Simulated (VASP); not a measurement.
Input of a VASP 6.6.1 run:

The input INCAR:

```
SYSTEM = SnTe
ALGO = Normal
EDIFF = 1E-8
ENCUT = 520
GGA = PE
ISIF = 2
ISMEAR = -1
LASPH = .True.
LCHARG = .False.
LEFG = .True.
LREAL = .False.
LWAVE = .False.
NBANDS = 17
NELM = 60
PREC = Accurate
SIGMA = 0.08
```

Contents of KPOINTS:

```
k-points
0
Gamma
  11 11 11
  0 0 0
```

The input POSCAR:

```
SnTe
1.0
    0.0000000000      3.0920635522      3.0920635522
    3.0920635522      0.0000000000      3.0920635522
    3.0920635522      3.0920635522      0.0000000000
Sn Te
1 1
Direct
    0.0000000000      0.0000000000      0.0000000000
    0.5000000000      0.5000000000      0.5000000000
```

Potentials or basis: VASP PAW PBE potentials, release 64 (Sn_d, Te).

Launch:

```console
$ cat potpaw_PBE.64/Sn_d/POTCAR potpaw_PBE.64/Te/POTCAR > POTCAR
$ mpirun -np 1 vasp_std > vasp.out
```

(1) Estimate the pressure.

Answers

(1) 5.5 GPa.

Caveat: the cell stands under pressure.
